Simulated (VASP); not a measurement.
# InGa3P4: single point with PBE

Crystal: InGa3P4.

```
Ga P In
1.0
     5.67591    0.00000    0.00000
     0.00000    5.67591    0.00000
     0.00000    0.00000    5.67591
Ga P In
3 4 1
Direct
  0.50000 0.00000 0.00000
  0.00000 0.50000 0.00000
  0.00000 0.00000 0.50000
  0.76000 0.24000 0.24000
  0.24000 0.76000 0.24000
  0.24000 0.24000 0.76000
  0.76000 0.76000 0.76000
  0.50000 0.50000 0.50000
```

```
Program                : VASP 6.6.1
Task                   : single point
Functional             : PBE
Potentials or basis    : VASP PAW PBE potentials, release 64 (Ga_d, P, In_d)
Cutoff                 : 520 eV
k mesh                 : 4 × 4 × 4
Occupations            : gaussian, width 0.01 eV
Spin                   : no spin polarisation
Dipole correction      : no
Further INCAR settings : ALGO = Normal; EDIFF = 1e-06; NBANDS = 46
```

| Quantity | Value |
| --- | --- |
| Pressure | -2.0 GPa |
| Largest force | 0.032 eV/Å |
| Band gap on the k mesh | 0.86 eV |

Forces in eV/Å, atoms in the order of the input:
```
Ga   0.000  0.000  0.000
Ga   0.000  0.000  0.000
Ga   0.000  0.000  0.000
P   -0.018  0.018  0.018
P    0.018 -0.018  0.018
P    0.018  0.018 -0.018
P   -0.018 -0.018 -0.018
In   0.000  0.000  0.000
```

Levels at points of the mesh, in eV from the valence-band top:
| k point | band 33 | band 34 | band 35 | band 36 | band 37 | band 38 | band 39 | band 40 |
| --- | --- | --- | --- | --- | --- | --- | --- | --- |
| (0.00, 0.00, 0.00) | -2.32 | 0.00 | 0.00 | 0.00 | 0.86 | 1.81 | 1.81 | 1.81 |
| (0.50, 0.00, 0.00) | -1.63 | -1.63 | -1.26 | -1.26 | 2.23 | 2.29 | 3.29 | 3.51 |
| (0.50, 0.50, 0.00) | -1.38 | -1.06 | -0.89 | -0.89 | 2.68 | 2.68 | 3.23 | 3.25 |
| (0.50, 0.50, 0.50) | -1.08 | -0.73 | -0.73 | -0.73 | 1.27 | 1.27 | 1.27 | 1.80 |

Run time: 70 s on 1 thread of Intel(R) Xeon(R) 6975P-C (Granite Rapids), on a shared host, peak memory 0.29 GiB.

Caveat: spin-orbit coupling is left out, which moves the levels of the heavy elements. A k mesh can miss the band edges.
